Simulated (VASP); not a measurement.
# PdI (rocksalt type) (Fm-3m) in VASP: notebook

Runs on PdI (rocksalt type). Level: LDA. Tasks: relaxation of cell and atoms.

All numbers are computed with VASP 6.6.1; they aren't measurements. Logs are shortened: lines on timing, memory, paths and dates and some standing lists are left out, and cuts for length are marked.

### Step 1. The cell of the first run

Symmetry: Fm-3m, No. 225, cubic system. Conventional cell: a = 5.346 Å, b = 5.346 Å, c = 5.346 Å, α = 90.00°, β = 90.00°, γ = 90.00°. Pd (site symmetry m-3m) has 6 I at 2.67 Å within 3.5 Å. I (site symmetry m-3m) has 6 Pd at 2.67 Å within 3.5 Å.

### Step 2. Relaxation of cell and atoms, LDA

File INCAR:

```
SYSTEM = PdI
PREC = Accurate
ENCUT = 600
EDIFF = 1E-6
ISMEAR = -1
SIGMA = 0.1
LREAL = .False.
LASPH = .True.
NELM = 80
ALGO = Normal
ISIF = 3
LWAVE = .False.
LCHARG = .False.
GGA = CA
IBRION = 2
NSW = 60
EDIFFG = -0.005
```

File KPOINTS:

```
regular mesh
0
Gamma
  13 13 13
  0 0 0
```

File POSCAR:

```
PdI
1.0
    0.0000000000      2.6731334285      2.6731334285
    2.6731334285      0.0000000000      2.6731334285
    2.6731334285      2.6731334285      0.0000000000
Pd I
1 1
Direct
    0.0000000000      0.0000000000      0.0000000000
    0.5000000000      0.5000000000      0.5000000000
```

Potentials or basis: VASP PAW LDA potentials, release 64 (Pd, I).

Command:

```
> cat potpaw_LDA.64/Pd/POTCAR potpaw_LDA.64/I/POTCAR > POTCAR
> mpirun -np 1 vasp_std > vasp.out
```

OUTCAR:

```text
SYSTEM = PdI
   PREC = Accurate
   ENCUT = 600
   EDIFF = 1E-6
   ISMEAR = -1
   LREAL = .False.
   LASPH = .True.
   NELM = 80
   ISIF = 3
   GGA = CA
   IBRION = 2
   NSW = 60
   EDIFFG = -0.005

 ion  position               nearest neighbor table
   1  0.000  0.000  0.000-   2 2.67   2 2.67   2 2.67   2 2.67   2 2.67   2 2.67
   2  0.500  0.500  0.500-   1 2.67   1 2.67   1 2.67   1 2.67   1 2.67   1 2.67

  LATTYP: Found a face centered cubic cell.
 ALAT       =     5.3462668570

  Lattice vectors:

 A1 = (   0.0000000000,   2.6731334285,   2.6731334285)
 A2 = (   2.6731334285,   0.0000000000,   2.6731334285)
 A3 = (   2.6731334285,   2.6731334285,   0.0000000000)

Analysis of symmetry for initial positions (statically):
=====================================================================
 Subroutine PRICEL returns:
 Original cell was already a primitive cell.

 Routine SETGRP: Setting up the symmetry group for a
 face centered cubic supercell.

 Subroutine GETGRP returns: Found 48 space group operations
 (whereof 48 operations were pure point group operations)
 out of a pool of 48 trial point group operations.

The static configuration has the point symmetry O_h .

Analysis of symmetry for dynamics (positions and initial velocities):
=====================================================================
 Subroutine PRICEL returns:
 Original cell was already a primitive cell.

 Routine SETGRP: Setting up the symmetry group for a
 face centered cubic supercell.

 Subroutine GETGRP returns: Found 48 space group operations
 (whereof 48 operations were pure point group operations)
 out of a pool of 48 trial point group operations.

The dynamic configuration has the point symmetry O_h .

 Subroutine INISYM returns: Found 48 space group operations
 (whereof 48 operations are pure point group operations),
 and found     1 'primitive' translations

----------------------------------------------------------------------------------------

                                     Primitive cell

  volume of cell :      38.2025

  direct lattice vectors                    reciprocal lattice vectors
     0.000000000  2.673133428  2.673133428    -0.187046406  0.187046406  0.187046406
     2.673133428  0.000000000  2.673133428     0.187046406 -0.187046406  0.187046406
     2.673133428  2.673133428  0.000000000     0.187046406  0.187046406 -0.187046406

  length of vectors
     3.780381549  3.780381549  3.780381549     0.323973878  0.323973878  0.323973878

  position of ions in fractional coordinates (direct lattice)
     0.000000000  0.000000000  0.000000000
     0.500000000  0.500000000  0.500000000

  ion indices of the primitive-cell ions
   primitive index   ion index
[... 80 lines left out ...]
   ISIF   =      3    stress and relaxation
   ISYM   =      2    0-nonsym 1-usesym 2-fastsym
   POTIM  = 0.5000    time-step for ionic-motion
   TEBEG  =    0.0;   TEEND  =   0.0 temperature during run
   PSTRESS=    0.0 pullay stress
   NELECT =      17.0000    total number of electrons
   NUPDOWN=      -1.0000    fix difference up-down
   EMIN   =  10.00;   EMAX   =-10.00  energy-range for DOS
   EFERMI =   0.00;   METHOD = LEGACY
   ISMEAR =    -1;   SIGMA  =   0.10  broadening in eV -4-tet -1-fermi 0-gaus
   EFERMI_NEDOS =   21; number of points for ismear=-14 and -15
   IALGO  =     38    algorithm
   IMIX   =      4    mixing-type and parameters
     AMIX     =   0.40;   BMIX     =  1.00
     AMIX_MAG =   1.60;   BMIX_MAG =  1.00
  volume/ion in A,a.u.               =      19.10       128.90
  Fermi-wavevector in a.u.,A,eV,Ry     =   1.249858  2.361888 21.254257  1.562144
  Thomas-Fermi vector in A             =   2.383879
   LORBIT       =      0    0 simple, 1 ext, 2 COOP (PROOUT), +10 PAW based schemes
   GGA     = CA    functional components
   LHFCALC =     F    Hartree Fock is set to
   AEXX    =    0.0000 exact exchange contribution
   IVDW    =     0    specifies the selected vdW correction
   LEPSILON=     F    determine dielectric tensor
   LRPA    =     F    only Hartree local field effects (RPA)
 conjugate gradient relaxation of ions
 non-spin polarized calculation
  energy-cutoff  :      600.00
  volume of cell :       38.20
 maximum number of plane-waves:      1303
   NGX = 15   NGY = 15   NGZ = 15

--------------------------------------- Ionic step        1  -------------------------------------------

 number of electron      16.9999997 magnetization

 Free energy of the ion-electron system (eV)
  ---------------------------------------------------
  ext. energy  EPLUGINS =         0.00000000
  ---------------------------------------------------
  free energy    TOTEN  =        -8.41572155 eV

  energy without entropy =       -8.38628421  energy(sigma->0) =       -8.40100288

 E-fermi :  10.9406     XC(G=0): -11.9542

 val. band max:       10.8934541645   @ k =  -0.4615   0.1538   0.0000
 cond. band min:      11.0207730605   @ k =  -0.3846   0.2308   0.0769
 fundamental gap:      0.1273188961
 Fermi energy:        10.9405959157

 k-point     1 :       0.0000    0.0000    0.0000
  band No.  band energies     occupation
      1      -5.2379      2.00000
      2       7.2800      2.00000
      3       7.2800      2.00000
      4       7.3094      2.00000
      5       7.3094      2.00000
      6       7.3094      2.00000
      7       8.6007      2.00000
      8       8.6007      2.00000
      9       8.6007      2.00000
     10      13.7199      0.00000
     11      18.5677      0.00000
     12      19.9177      0.00000
[... 446 lines left out ...]
  FREE ENERGIE OF THE ION-ELECTRON SYSTEM (eV)
  ---------------------------------------------------
  free  energy   TOTEN  =        -8.6525039735 eV

  energy  without entropy=       -8.6167650881  energy(sigma->0) =       -8.63463453

[... ionic steps 4 to 15 ...]

--------------------------------------- Ionic step       16  -------------------------------------------

 number of electron      16.9999998 magnetization

------------------------ aborting loop because EDIFF is reached ----------------------------------------
[... 67 lines left out ...]
--------------------------------------- Ionic step       18  -------------------------------------------

 number of electron      16.9999997 magnetization

 Free energy of the ion-electron system (eV)
  ---------------------------------------------------
  ext. energy  EPLUGINS =         0.00000000
  ---------------------------------------------------
  free energy    TOTEN  =        -8.65267619 eV

  energy without entropy =       -8.61712858  energy(sigma->0) =       -8.63490238

 E-fermi :   8.7776     XC(G=0): -11.3077

 val. band max:        8.7517370499   @ k =   0.4615   0.1538   0.0000
 cond. band min:       8.8129302790   @ k =   0.3846   0.2308   0.0769
 fundamental gap:      0.0611932291
 Fermi energy:         8.7775710535

 k-point     1 :       0.0000    0.0000    0.0000
  band No.  band energies     occupation
      1      -6.3808      2.00000
      2       5.8433      2.00000
      3       5.8433      2.00000
      4       5.9204      2.00000
      5       5.9204      2.00000
      6       5.9204      2.00000
      7       6.6109      2.00000
      8       6.6109      2.00000
      9       6.6109      2.00000
     10      10.7808      0.00000
     11      16.9499      0.00000
     12      17.4975      0.00000
[... 374 lines left out ...]
  FREE ENERGIE OF THE ION-ELECTRON SYSTEM (eV)
  ---------------------------------------------------
  free  energy   TOTEN  =        -8.6526761863 eV

  energy  without entropy=       -8.6171285814  energy(sigma->0) =       -8.63490238

 reached required accuracy - stopping structural energy minimisation
```

CONTCAR:

```text
PdI
   1.00000000000000
    -0.0000000000000000    2.7877723623361992    2.7877723623361992
     2.7877723623361992   -0.0000000000000000    2.7877723623361992
     2.7877723623361992    2.7877723623361992   -0.0000000000000000
  Pd              I
     1     1
Direct
     0.0000000000000000    0.0000000000000000    1.0000000000000000
     0.5000000000000000    0.5000000000000000    0.5000000000000000

  0.00000000E+00  0.00000000E+00  0.00000000E+00
  0.00000000E+00  0.00000000E+00  0.00000000E+00
```

Wall time 1.7 min (1 thread of Intel Xeon 6975P-C (Granite Rapids), shared host); peak memory 0.2 GiB.

Results:

```yaml
Free_energy: -8.6527 eV
Relaxed_volume: 21.67 Å³/atom
Relaxed_cell: a = 3.943 Å, b = 3.943 Å, c = 3.943 Å, α = 60.00°, β = 60.00°, γ = 60.00°
Space_group_after_relaxing_to_0.05_Å: Fm-3m (No. 225)
Energy_gained_by_relaxing: 118.5 meV/atom
Ionic_steps: 18
Pressure_after_relaxing: 0.0 GPa
```

Step by step:
| step | energy change (eV) | largest force (eV/Å) | pressure (GPa) | volume (Å³) |
| --- | --- | --- | --- | --- |
| 1 | 0.0000 | 0.0000 | 16.92 | 38.20 |
| 2 | 0.0153 | 0.0000 | -9.58 | 50.48 |
| 3 | -0.2368 | 0.0000 | -0.34 | 43.49 |
| 4 | -0.2369 | 0.0000 | -0.08 | 43.37 |
| 5 | -0.2369 | 0.0000 | 0.16 | 43.26 |
| 6 | -0.2369 | 0.0000 | 0.17 | 43.26 |
| 7 | -0.2369 | 0.0000 | 0.16 | 43.26 |
| 8 | -0.2369 | 0.0000 | 0.15 | 43.26 |
| 9 | -0.2369 | 0.0000 | 0.15 | 43.26 |
| 10 | -0.2369 | 0.0000 | 0.15 | 43.26 |
| 11 | -0.2369 | 0.0000 | 0.15 | 43.26 |
| 12 | -0.2369 | 0.0000 | 0.15 | 43.27 |
| 13 | -0.2369 | 0.0000 | 0.15 | 43.27 |
| 14 | -0.2369 | 0.0000 | 0.14 | 43.27 |
| 15 | -0.2369 | 0.0000 | 0.14 | 43.27 |
| 16 | -0.2369 | 0.0000 | 0.14 | 43.28 |
| 17 | -0.2369 | 0.0000 | 0.08 | 43.30 |
| 18 | -0.2370 | 0.0000 | 0.00 | 43.33 |

Final structure:
```
Pd I
1.0
     0.00000    2.78777    2.78777
     2.78777    0.00000    2.78777
     2.78777    2.78777    0.00000
Pd I
1 1
Direct
  0.00000 0.00000 0.00000
  0.50000 0.50000 0.50000
```

Levels at points of the mesh, in eV from the Fermi level:
```tsv
k point	band 6	band 7	band 8	band 9	band 10	band 11	band 12
(0.00, 0.00, 0.00)	-2.86	-2.17	-2.17	-2.17	2.00	8.17	8.72
```

Caveat: spin-orbit coupling is left out, which moves the levels of the heavy elements; an odd number of electrons without spin polarisation forces a metal; a magnetic or distorted state may lie lower.

### Step 3. Relaxation of cell and atoms, LDA, target pressure 9.1 GPa, at which the enthalpy is minimised

This run uses another cell than the first one, of 20.04 Å³/atom, 1.049 times its volume.

File INCAR:

```
ALGO = Normal
EDIFF = 1E-7
EDIFFG = -0.005
ENCUT = 600
GGA = CA
IBRION = 2
ISIF = 3
ISMEAR = -1
LASPH = True
LCHARG = False
LREAL = False
LWAVE = False
NELM = 100
NSW = 60
PREC = Accurate
PSTRESS = 91.0
SIGMA = 0.1
```

File KPOINTS:

```
k-points
0
Gamma
  13 13 13
```

File POSCAR:

```
PdI
1.0
    0.0000000000      2.7162568232      2.7162568232
    2.7162568232      0.0000000000      2.7162568232
    2.7162568232      2.7162568232      0.0000000000
Pd I
1 1
Direct
    0.0000000000      0.0000000000      0.0000000000
    0.5000000000      0.5000000000      0.5000000000
```

Potentials or basis: VASP PAW LDA potentials, release 64 (Pd, I).

Command:

```
> cat potpaw_LDA.64/Pd/POTCAR potpaw_LDA.64/I/POTCAR > POTCAR
> mpirun -np 1 vasp_std > vasp.out
```

It took 26 s on 1 thread of Intel Xeon 6975P-C (Granite Rapids), shared host; peak memory 0.19 GiB.

Results (log left out):

- Free energy: -8.5691 eV
- Relaxed volume: 20.06 Å³/atom
- Relaxed cell: a = 3.842 Å, b = 3.842 Å, c = 3.842 Å, α = 60.00°, β = 60.00°, γ = 60.00°
- Space group after relaxing (to 0.05 Å): Fm-3m (No. 225)
- Energy change on relaxing (the enthalpy is what falls): -0.9 meV/atom
- Ionic steps: 3
- Pressure after relaxing: 9.1 GPa

Step by step:
```
step  energy change (eV)  largest force (eV/Å)  pressure (GPa)  volume (Å³)
   1              0.0000                0.0000            9.21        40.08
   2             -0.0044                0.0000            8.94        40.16
   3             -0.0017                0.0000            9.10        40.11
```

Final structure:
```xyz
2
Lattice="0.0000 2.7169 2.7169 2.7169 0.0000 2.7169 2.7169 2.7169 0.0000" Properties=species:S:1:pos:R:3 pbc="T T T"
Pd    0.0000    0.0000    0.0000
I     2.7169    2.7169    2.7169
```

Levels at points of the mesh, in eV from the Fermi level:
```csv
k point,band 6,band 7,band 8,band 9,band 10,band 11,band 12
"(0.00, 0.00, 0.00)",-3.31,-2.27,-2.27,-2.27,2.45,7.86,8.87
```

Caveat: the cell is relaxed towards a set pressure, so the enthalpy falls and the energy may rise; spin-orbit coupling is left out, which moves the levels of the heavy elements; an odd number of electrons without spin polarisation forces a metal; a magnetic or distorted state may lie lower.
